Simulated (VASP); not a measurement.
# ZnCd2Se2S (P4/mmm) in VASP: a series of runs

ZnCd2Se2S is run at these levels: PBE; tasks: single point, relaxation of cell and atoms.

Program: VASP 6.6.1. These are calculated values, not measurements. Logs are shortened: lines on timing, memory, paths and dates and some standing lists are left out, and cuts for length are marked.

### 1 The cell of the first run

Symmetry: P4/mmm, No. 123, tetragonal system. Conventional cell: a = 5.156 Å, b = 5.156 Å, c = 5.573 Å, α = 90.00°, β = 90.00°, γ = 90.00°. Zn (site symmetry 4/mmm) has 2 S at 2.79 Å and 8 Se at 3.80 Å and 8 Cd at 3.88 Å within 3.9 Å. Cd (site symmetry 4mm) has 2 Cd at 2.66 to 2.91 Å and 4 Se at 2.96 Å within 3.5 Å. Se (site symmetry mmm) has 2 S at 2.58 Å and 4 Cd at 2.96 Å within 3.4 Å. S (site symmetry 4/mmm) has 4 Se at 2.58 Å and 2 Zn at 2.79 Å within 3.4 Å.

The cell was built from a structure type or drawn by symmetry, and may not be a known phase.

### 2 Single point, PBE

Input file INCAR:

```
SYSTEM = ZnCd2Se2S
ALGO = Normal
EDIFF = 1E-6
ENCUT = 520
GGA = PE
ISIF = 2
ISMEAR = 0
LASPH = .True.
LCHARG = .False.
LREAL = .False.
LWAVE = .False.
NBANDS = 36
NELM = 80
PREC = Accurate
SIGMA = 0.1
```

Input file KPOINTS:

```
k-points
0
Gamma
  4 4 4
  0 0 0
```

Input file POSCAR:

```
ZnCd2Se2S
1.0
    5.1557617509      0.0000000000      0.0000000000
    0.0000000000      5.1557617509      0.0000000000
    0.0000000000      0.0000000000      5.5728112729
Zn Cd Se S
1 2 2 1
Direct
    0.0000000000      0.0000000000      0.5000000000
    0.5000000000      0.5000000000      0.7384913399
    0.5000000000      0.5000000000      0.2615086601
    0.5000000000      0.0000000000      0.0000000000
    0.0000000000      0.5000000000      0.0000000000
    0.0000000000      0.0000000000      0.0000000000
```

Potentials or basis: VASP PAW PBE potentials, release 64 (Zn, Cd, Se, S).

The run is started by

```
> cat potpaw_PBE.64/Zn/POTCAR potpaw_PBE.64/Cd/POTCAR potpaw_PBE.64/Se/POTCAR potpaw_PBE.64/S/POTCAR > POTCAR
> mpirun -np 1 vasp_std > vasp.out
```

OUTCAR:

```text
SYSTEM = ZnCd2Se2S
   EDIFF = 1E-6
   ENCUT = 520
   GGA = PE
   ISIF = 2
   ISMEAR = 0
   LASPH = .True.
   LREAL = .False.
   NELM = 80
   PREC = Accurate

 ion  position               nearest neighbor table
   1  0.000  0.000  0.500-   6 2.79   6 2.79
   2  0.500  0.500  0.738-   3 2.66   3 2.91   4 2.96   5 2.96   4 2.96   5 2.96
   3  0.500  0.500  0.262-   2 2.66   2 2.91   5 2.96   4 2.96   4 2.96   5 2.96
   4  0.500  0.000  0.000-   6 2.58   6 2.58   2 2.96   2 2.96   3 2.96   3 2.96
   5  0.000  0.500  0.000-   6 2.58   6 2.58   2 2.96   3 2.96   2 2.96   3 2.96
   6  0.000  0.000  0.000-   4 2.58   5 2.58   5 2.58   4 2.58   1 2.79   1 2.79

  LATTYP: Found a simple tetragonal cell.
 ALAT       =     5.1557617509
 C/A-ratio  =     1.0808899911

  Lattice vectors:

 A1 = (   5.1557617509,   0.0000000000,   0.0000000000)
 A2 = (   0.0000000000,   5.1557617509,   0.0000000000)
 A3 = (   0.0000000000,   0.0000000000,   5.5728112729)

Analysis of symmetry for initial positions (statically):
=====================================================================
 Subroutine PRICEL returns:
 Original cell was already a primitive cell.

 Routine SETGRP: Setting up the symmetry group for a
 simple tetragonal supercell.

 Subroutine GETGRP returns: Found 16 space group operations
 (whereof 16 operations were pure point group operations)
 out of a pool of 16 trial point group operations.

The static configuration has the point symmetry D_4h.

Analysis of symmetry for dynamics (positions and initial velocities):
=====================================================================
 Subroutine PRICEL returns:
 Original cell was already a primitive cell.

 Routine SETGRP: Setting up the symmetry group for a
 simple tetragonal supercell.

 Subroutine GETGRP returns: Found 16 space group operations
 (whereof 16 operations were pure point group operations)
 out of a pool of 16 trial point group operations.

The dynamic configuration has the point symmetry D_4h.

 Subroutine INISYM returns: Found 16 space group operations
 (whereof 16 operations are pure point group operations),
 and found     1 'primitive' translations

----------------------------------------------------------------------------------------
[... 93 lines left out ...]
   NELM   =     80;   NELMIN=  2; NELMDL= -5     # of ELM steps
   EDIFF  = 0.1E-05   stopping-criterion for ELM
   LREAL  =      F    real-space projection
   EDIFFG = 0.1E-04   stopping-criterion for IOM
   NSW    =      0    number of steps for IOM
   IBRION =     -1    ionic relax: 0-MD 1-quasi-New 2-CG
   NFREE  =      0    steps in history (QN), initial steepest desc. (CG)
   ISIF   =      2    stress and relaxation
   ISYM   =      2    0-nonsym 1-usesym 2-fastsym
   POTIM  = 0.5000    time-step for ionic-motion
   TEBEG  =    0.0;   TEEND  =   0.0 temperature during run
   PSTRESS=    0.0 pullay stress
   NELECT =      54.0000    total number of electrons
   NUPDOWN=      -1.0000    fix difference up-down
   EMIN   =  10.00;   EMAX   =-10.00  energy-range for DOS
   EFERMI =   0.00;   METHOD = LEGACY
   ISMEAR =     0;   SIGMA  =   0.10  broadening in eV -4-tet -1-fermi 0-gaus
   EFERMI_NEDOS =   21; number of points for ismear=-14 and -15
   IALGO  =     38    algorithm
   IMIX   =      4    mixing-type and parameters
     AMIX     =   0.40;   BMIX     =  1.00
     AMIX_MAG =   1.60;   BMIX_MAG =  1.00
  volume/ion in A,a.u.               =      24.69       166.61
  Fermi-wavevector in a.u.,A,eV,Ry     =   1.169462  2.209963 18.607887  1.367641
  Thomas-Fermi vector in A             =   2.305934
   LORBIT       =      0    0 simple, 1 ext, 2 COOP (PROOUT), +10 PAW based schemes
   GGA     = PE    functional components
   LHFCALC =     F    Hartree Fock is set to
   AEXX    =    0.0000 exact exchange contribution
   IVDW    =     0    specifies the selected vdW correction
   LEPSILON=     F    determine dielectric tensor
   LRPA    =     F    only Hartree local field effects (RPA)
 non-spin polarized calculation
 Gauss-broadening in eV      SIGMA  =   0.10
  energy-cutoff  :      520.00
  volume of cell :      148.14
 maximum number of plane-waves:      4036
 NGX is ok and might be reduce to    40
   NGX = 19   NGY = 19   NGZ = 21

 number of electron      53.9999992 magnetization

 Free energy of the ion-electron system (eV)
  ---------------------------------------------------
  ext. energy  EPLUGINS =         0.00000000
  ---------------------------------------------------
  free energy    TOTEN  =       -13.49156073 eV

  energy without entropy =      -13.48187954  energy(sigma->0) =      -13.48672014

 E-fermi :   2.1570     XC(G=0):  -9.4627

 val. band max:        1.9649574916   @ k =   0.5000   0.5000   0.2500
 cond. band min:       2.1597219291   @ k =   0.2500   0.0000   0.5000
 fundamental gap:      0.1947644375
 Fermi energy:         2.1570305193

 k-point     1 :       0.0000    0.0000    0.0000
  band No.  band energies     occupation
      1     -12.6885      2.00000
      2     -10.0906      2.00000
      3      -8.4127      2.00000
      4      -7.1316      2.00000
      5      -6.6783      2.00000
      6      -6.6783      2.00000
[... 691 lines left out ...]
     35       7.0556      0.00000
     36       8.9602      0.00000

------------------------ aborting loop because EDIFF is reached ----------------------------------------

  FORCE on cell =-STRESS in cart. coord.  units (eV):
  Direction    XX          YY          ZZ          XY          YZ          ZX
  --------------------------------------------------------------------------------------
  -------------------------------------------------------------------------------------
  Total        0.3827562      0.3827562      0.2226195      0.0000000      0.0000000      0.0000000
  in kB        4.1397371      4.1397371      2.4077634      0.0000000      0.0000000      0.0000000
  external PRESSURE =       3.5624125 kB  Pullay stress =       0.0000000 kB

 VOLUME and BASIS-vectors are now :
 -----------------------------------------------------------------------------
  energy-cutoff  :      520.00
  volume of cell :      148.14
      direct lattice vectors                 reciprocal lattice vectors
     5.155761751  0.000000000  0.000000000     0.193957760  0.000000000  0.000000000
     0.000000000  5.155761751  0.000000000     0.000000000  0.193957760  0.000000000
     0.000000000  0.000000000  5.572811273     0.000000000  0.000000000  0.179442646

 POSITION                                       TOTAL-FORCE (eV/Angst)
 -----------------------------------------------------------------------------------
      0.00000      0.00000      2.78641        -0.000000     -0.000000      0.000000
      2.57788      2.57788      4.11547         0.000000      0.000000      0.000691
      2.57788      2.57788      1.45734        -0.000000      0.000000     -0.000691
      2.57788      0.00000      0.00000        -0.000000     -0.000000      0.000000
      0.00000      2.57788      0.00000        -0.000000     -0.000000      0.000000
      0.00000      0.00000      0.00000        -0.000000     -0.000000      0.000000
 -----------------------------------------------------------------------------------
    total drift:                               -0.000000     -0.000000     -0.000000

  FREE ENERGIE OF THE ION-ELECTRON SYSTEM (eV)
  ---------------------------------------------------
  free  energy   TOTEN  =       -13.4915607335 eV

  energy  without entropy=      -13.4818795440  energy(sigma->0) =      -13.48672014
```

OSZICAR:

```text
N       E                     dE             d eps       ncg     rms          rms(c)
DAV:   1     0.402812607369E+03    0.40281E+03   -0.25032E+04  1296   0.148E+03
DAV:   2     0.214938741525E+02   -0.38132E+03   -0.36585E+03  1356   0.362E+02
DAV:   3    -0.132736305470E+02   -0.34768E+02   -0.33723E+02  1568   0.106E+02
DAV:   4    -0.141774979256E+02   -0.90387E+00   -0.89813E+00  1508   0.155E+01
DAV:   5    -0.141871470837E+02   -0.96492E-02   -0.96444E-02  1456   0.167E+00    0.116E+01
DAV:   6    -0.135288780948E+02    0.65827E+00   -0.11938E+00  1592   0.127E+01    0.773E+00
DAV:   7    -0.134969686337E+02    0.31909E-01   -0.55991E-01  1396   0.363E+00    0.243E+00
DAV:   8    -0.134917807594E+02    0.51879E-02   -0.74455E-02  1372   0.200E+00    0.387E-01
DAV:   9    -0.134914170576E+02    0.36370E-03   -0.51656E-03  1456   0.552E-01    0.109E-01
DAV:  10    -0.134915181220E+02   -0.10106E-03   -0.48227E-04  1436   0.115E-01    0.569E-02
DAV:  11    -0.134915603574E+02   -0.42235E-04   -0.73402E-05  1436   0.595E-02    0.173E-02
DAV:  12    -0.134915605308E+02   -0.17342E-06   -0.14833E-05  1396   0.257E-02    0.496E-03
DAV:  13    -0.134915607335E+02   -0.20260E-06   -0.18845E-06  1068   0.680E-03
   1 F= -.13491561E+02 E0= -.13486720E+02  d E =-.968119E-02
```

It took 40 s on 1 thread of Intel Xeon 6975P-C (Granite Rapids), shared host; peak memory 0.3 GiB.

Results:

```yaml
Free_energy: -13.4916 eV
Pressure: 0.4 GPa
Band_gap_on_the_k_mesh: zero (bands 27 and 28 overlap by 1.98 eV)
```

Stress tensor (GPa, compression positive):
```
0.41 0.00 0.00
0.00 0.41 0.00
0.00 0.00 0.24
```

Levels at points of the mesh, in eV from the Fermi level:
```
           k point  band 24  band 25  band 26  band 27  band 28  band 29  band 30  band 31
(0.00, 0.00, 0.00)    -2.05    -1.07    -1.04    -0.78     1.72     3.44     3.44     4.28
(0.50, 0.00, 0.00)    -2.01    -1.88    -0.99    -0.98    -0.96     3.15     3.82     4.14
(0.50, 0.50, 0.00)    -1.73    -1.47    -1.27    -0.73    -0.50    -0.23     1.15     1.15
(0.00, 0.00, 0.50)    -1.81    -1.20    -1.12     0.05     1.63     1.63     1.97     3.84
(0.50, 0.00, 0.50)    -1.71    -1.27    -1.03    -0.20     0.96     3.03     3.14     3.20
(0.50, 0.50, 0.50)    -1.67    -1.67    -1.27    -0.52    -0.22     1.28     3.43     3.43
```

### 3 Single point, PBE

This run uses another cell than the first one, of 25.03 Å³/atom.

Input file INCAR:

```
SYSTEM = ZnCd2Se2S
  PREC = Accurate
  ENCUT = 520
  EDIFF = 1E-6
  ISMEAR = 0
  SIGMA = 0.1
  LREAL = .FALSE.
  LASPH = .TRUE.
  NELM = 100
  ALGO = Normal
  ISIF = 2
  LWAVE = .FALSE.
  LCHARG = .FALSE.
  GGA = PE
  NBANDS = 36
```

Input file KPOINTS:

```
regular mesh
0
G
  8 8 8
  0 0 0
```

Input file POSCAR:

```
ZnCd2Se2S
1.0
    5.0764464017      0.0000000000      0.0000000000
    0.0000000000      5.0764464017      0.0000000000
    0.0000000000      0.0000000000      5.8284862096
Zn Cd Se S
1 2 2 1
Direct
    0.0000000000      0.0000000000      0.5000000000
    0.5000000000      0.5000000000      0.7309659019
    0.5000000000      0.5000000000      0.2690340981
    0.5000000000      0.0000000000      0.0000000000
    0.0000000000      0.5000000000      0.0000000000
    0.0000000000      0.0000000000      0.0000000000
```

Potentials or basis: VASP PAW PBE potentials, release 64 (Zn, Cd, Se, S).

The run is started by

```
> cat potpaw_PBE.64/Zn/POTCAR potpaw_PBE.64/Cd/POTCAR potpaw_PBE.64/Se/POTCAR potpaw_PBE.64/S/POTCAR > POTCAR
> mpirun -np 1 vasp_std > vasp.out
```

OUTCAR:

```text
SYSTEM = ZnCd2Se2S
   PREC = Accurate
   ENCUT = 520
   EDIFF = 1E-6
   ISMEAR = 0
   LREAL = .FALSE.
   LASPH = .TRUE.
   NELM = 100
   ISIF = 2
   GGA = PE

 ion  position               nearest neighbor table
   1  0.000  0.000  0.500-   6 2.91   6 2.91
   2  0.500  0.500  0.731-   3 2.69   4 2.98   5 2.98   4 2.98   5 2.98   3 3.14
   3  0.500  0.500  0.269-   2 2.69   4 2.98   5 2.98   4 2.98   5 2.98   2 3.14
   4  0.500  0.000  0.000-   6 2.54   6 2.54   2 2.98   2 2.98   3 2.98   3 2.98
   5  0.000  0.500  0.000-   6 2.54   6 2.54   2 2.98   3 2.98   2 2.98   3 2.98
   6  0.000  0.000  0.000-   4 2.54   5 2.54   5 2.54   4 2.54   1 2.91   1 2.91

  LATTYP: Found a simple tetragonal cell.
 ALAT       =     5.0764464017
[... 1142 lines left out ...]
  Total        0.0852463      0.0852463      0.2194054      0.0000000     -0.0000000      0.0000000
  in kB        0.9093070      0.9093070      2.3403589      0.0000000     -0.0000000      0.0000000
  external PRESSURE =       1.3863243 kB  Pullay stress =       0.0000000 kB

 VOLUME and BASIS-vectors are now :
 -----------------------------------------------------------------------------
  energy-cutoff  :      520.00
  volume of cell :      150.20
      direct lattice vectors                 reciprocal lattice vectors
     5.076446402  0.000000000  0.000000000     0.196988192  0.000000000  0.000000000
     0.000000000  5.076446402  0.000000000     0.000000000  0.196988192  0.000000000
     0.000000000  0.000000000  5.828486210     0.000000000  0.000000000  0.171571136

 POSITION                                       TOTAL-FORCE (eV/Angst)
 -----------------------------------------------------------------------------------
      0.00000      0.00000      2.91424         0.000000     -0.000000      0.000000
      2.53822      2.53822      4.26042        -0.000000     -0.000000      0.006014
      2.53822      2.53822      1.56806         0.000000      0.000000     -0.006014
      2.53822      0.00000      0.00000         0.000000     -0.000000      0.000000
      0.00000      2.53822      0.00000         0.000000     -0.000000      0.000000
      0.00000      0.00000      0.00000         0.000000     -0.000000      0.000000
 -----------------------------------------------------------------------------------
    total drift:                               -0.000000     -0.000000      0.000000

  FREE ENERGIE OF THE ION-ELECTRON SYSTEM (eV)
  ---------------------------------------------------
  free  energy   TOTEN  =       -13.1572196138 eV

  energy  without entropy=      -13.1452881496  energy(sigma->0) =      -13.15125388
```

OSZICAR:

```text
N       E                     dE             d eps       ncg     rms          rms(c)
DAV:   1     0.402215499144E+03    0.40222E+03   -0.24792E+04  5400   0.147E+03
DAV:   2     0.214034741882E+02   -0.38081E+03   -0.36497E+03  5632   0.360E+02
DAV:   3    -0.128719300030E+02   -0.34275E+02   -0.33582E+02  6416   0.106E+02
DAV:   4    -0.138133579699E+02   -0.94143E+00   -0.92495E+00  6276   0.157E+01
DAV:   5    -0.138240730038E+02   -0.10715E-01   -0.10701E-01  6148   0.172E+00    0.116E+01
DAV:   6    -0.132060987642E+02    0.61797E+00   -0.25395E+00  6788   0.134E+01    0.690E+00
DAV:   7    -0.131635028119E+02    0.42596E-01   -0.39097E-01  5904   0.462E+00    0.358E+00
DAV:   8    -0.131585924022E+02    0.49104E-02   -0.64495E-02  6152   0.153E+00    0.373E-01
DAV:   9    -0.131571144773E+02    0.14779E-02   -0.50673E-03  6376   0.433E-01    0.139E-01
DAV:  10    -0.131572046525E+02   -0.90175E-04   -0.17961E-03  6120   0.191E-01    0.455E-02
DAV:  11    -0.131572058721E+02   -0.12196E-05   -0.14841E-04  6052   0.780E-02    0.275E-02
DAV:  12    -0.131572182281E+02   -0.12356E-04   -0.28767E-05  5912   0.346E-02    0.975E-03
DAV:  13    -0.131572196457E+02   -0.14176E-05   -0.42145E-06  5676   0.172E-02    0.253E-03
DAV:  14    -0.131572196138E+02    0.31931E-07   -0.55712E-07  3116   0.596E-03
   1 F= -.13157220E+02 E0= -.13151254E+02  d E =-.119315E-01
```

stdout:

```text
POSCAR found type information on POSCAR ZnCdSeS
 POSCAR found :  4 types and       6 ions
 scaLAPACK will be used
 LDA part: xc-table for (Slater+PW92), standard interpolation
 POSCAR, INCAR and KPOINTS ok, starting setup
 FFT: planning ... GRIDC
 FFT: planning ... GRID_SOFT
 FFT: planning ... GRID
 WAVECAR not read
 entering main loop
```

It took 3.2 min on 1 thread of Intel Xeon 6975P-C (Granite Rapids), shared host; peak memory 0.55 GiB.

Results:

```yaml
Free_energy: -13.1572 eV
Pressure: 0.1 GPa
Largest_force: 0.006 eV/Å
Band_gap_on_the_k_mesh: zero (bands 27 and 28 overlap by 1.90 eV)
```

Forces on the atoms (eV/Å):
```
Zn   0.000  0.000  0.000
Cd   0.000  0.000  0.006
Cd   0.000  0.000 -0.006
Se   0.000  0.000  0.000
Se   0.000  0.000  0.000
S    0.000  0.000  0.000
```

Levels at points of the mesh, in eV from the Fermi level:
```csv
k point,band 25,band 26,band 27,band 28,band 29,band 30
"(0.00, 0.00, 0.00)",-1.38,-1.31,-0.75,1.63,3.12,3.12
"(0.50, 0.00, 0.00)",-2.27,-1.32,-1.30,-1.19,2.54,3.83
"(0.50, 0.50, 0.00)",-1.72,-1.67,-1.14,-0.73,-0.45,0.50
"(0.00, 0.00, 0.50)",-1.48,-1.15,-0.68,1.46,1.46,1.60
"(0.50, 0.00, 0.50)",-1.41,-1.35,-0.56,0.17,2.78,2.95
"(0.50, 0.50, 0.50)",-2.03,-1.72,-0.74,-0.45,0.54,2.88
```

[end of part 1 of 2]
